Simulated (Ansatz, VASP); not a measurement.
One calculation of PbF2, two programs

```
Pb F
1.0
     0.00000    3.13517    2.66490
     3.13517    0.00000    2.66490
     3.13517    3.13517    0.00000
Pb F
1 2
Cartesian
  0.0000 0.0000 0.0000
  1.5676 1.5676 1.3324
  4.7028 4.7028 3.9973
```

Alike in both runs: task single point; functional PBE; k mesh 8 × 8 × 8; occupations gaussian, width 0.05 eV; no spin polarisation.

```csv
,VASP,Ansatz
version,VASP 6.6.1,Ansatz 0.2.0
potentials or method,"VASP PAW PBE potentials, release 64 (Pb_d, F), cutoff 520 eV","scalar-relativistic, plane waves, PAW"
valence electrons in the cell,28,28
```

```csv
,VASP,Ansatz,Ansatz less VASP
gap on the k mesh at the Fermi level (eV),3.80,3.80,+0.004
least direct gap on the mesh (eV),4.28,4.28,+0.003
pressure (GPa),1.4,1.6,+0.22
"traceless stress, the component that is largest in VASP (GPa)",6.14,6.15,+0.007
```

Neither program's run includes spin-orbit coupling.
